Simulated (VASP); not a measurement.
Write the native input for VASP 6.6.1 that does the following.

```yaml
Task: relaxation of cell and atoms
Functional: PBE
Potentials_or_basis: VASP PAW PBE potentials, release 64 (Sr_sv)
Cutoff: 600 eV
k_mesh: 8 × 8 × 5
Occupations: fermi-dirac, width 0.08 eV
Spin: no spin polarisation
Target_pressure: 24 GPa
Dipole_correction: no
Further_INCAR_settings: ALGO = Normal; EDIFF = 1e-06; IBRION = 2; EDIFFG = -0.005; NSW = 60; ISIF = 3
```

The structure of Sr lies in POSCAR:

```
Sr
1.0
    4.4342087426      0.0000000000      0.0000000000
   -2.2171043713      3.8401374168      0.0000000000
    0.0000000000      0.0000000000      6.2965764146
Sr
4
Direct
    0.0000000000      0.0000000000      0.0000000000
    0.0000000000      0.0000000000      0.5000000000
    0.3333333333      0.6666666667      0.2500000000
    0.6666666667      0.3333333333      0.7500000000
```

This isn't the form of Sr at room conditions, which is fcc.

The input as run:

INCAR

```
SYSTEM = Sr
PREC = Accurate ; ENCUT = 600
EDIFF = 1E-6 ; ISMEAR = -1
SIGMA = 0.08 ; LREAL = .False.
LASPH = .True. ; NELM = 100
ALGO = Normal ; ISIF = 3
LWAVE = .False. ; LCHARG = .False.
GGA = PE ; IBRION = 2
NSW = 60 ; EDIFFG = -0.005
PSTRESS = 240.0
```

KPOINTS

```
Automatic mesh
0
Gamma
  8 8 5
  0 0 0
```

Potentials or basis: VASP PAW PBE potentials, release 64 (Sr_sv).

The run is started by

```bash
$ cat potpaw_PBE.64/Sr_sv/POTCAR > POTCAR
$ mpirun -np 1 vasp_std > vasp.out
```

Results of the run:

```yaml
Relaxed_volume: 26.70 Å³/atom
Relaxed_cell: a = 3.368 Å, b = 3.368 Å, c = 10.868 Å, α = 90.00°, β = 90.00°, γ = 120.00°
Space_group_after_relaxing_to_0.1_Å: P6_3/mmc (No. 194)
Energy_change_on_relaxing_the_run_minimises_the_enthalpy: -597.9 meV/atom
Ionic_steps: 23
Pressure_after_relaxing: 24.0 GPa
Band_gap_on_the_k_mesh: zero (bands 20 and 21 overlap by 0.61 eV)
```

Caveat: the cell is relaxed towards a set pressure, so the run minimises the enthalpy, not the energy; a cell axis changed by over 15 % at a fixed basis, so the end point is rough.

Run time: 24 min on 1 thread of Oxide Virtual Turin-like Processor, with other jobs on the host, peak memory 0.26 GiB.
